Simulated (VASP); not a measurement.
A run of VASP 6.6.1:

File POSCAR:

```
Ir
1.0
    0.0000000000      1.9220797794      1.9220797794
    1.9220797794      0.0000000000      1.9220797794
    1.9220797794      1.9220797794      0.0000000000
Ir
1
Direct
    0.0000000000      0.0000000000      0.0000000000
```

INCAR.step1

```
SYSTEM = Ir
ALGO = Normal
EDIFF = 1E-5
ENCUT = 550
GGA = PE
GGA_COMPAT = .False.
ISMEAR = 0
LASPH = .True.
LCHARG = .False.
LREAL = .False.
LWAVE = .True.
NBANDS = 14
NELM = 120
PREC = Accurate
SIGMA = 0.1
```

Contents of INCAR.step2:

```
SYSTEM = Ir
ALGO = Normal
EDIFF = 1E-6
ENCUT = 550
GGA_COMPAT = .False.
ISIF = 2
ISMEAR = 0
ISTART = 1
LASPH = .True.
LCHARG = .True.
LELF = .True.
LMIXTAU = .True.
LREAL = .False.
LVHAR = .True.
LWAVE = .False.
METAGGA = R2SCAN
NBANDS = 14
NELM = 120
PREC = Accurate
SIGMA = 0.1
```

File KPOINTS:

```
k-points
0
Gamma
  18 18 18
  0 0 0
```

Potentials or basis: VASP PAW PBE potentials, release 64 (Ir_sv_GW).

Launch:

```sh
$ cat potpaw_PBE.64/Ir_sv_GW/POTCAR > POTCAR
$ cp INCAR.step1 INCAR
$ mpirun -np 1 vasp_std > vasp.out
$ cp INCAR.step2 INCAR
$ mpirun -np 1 vasp_std > vasp.out
```

Hardware: 1 thread of Intel(R) Xeon(R) 6975P-C (Granite Rapids), on a shared host.

Question: Estimate the wall time of this run.

Answer: Wall time 55 s on 1 thread of Intel(R) Xeon(R) 6975P-C (Granite Rapids), with other jobs on the host, peak memory 0.18 GiB. Counts: k points 195.
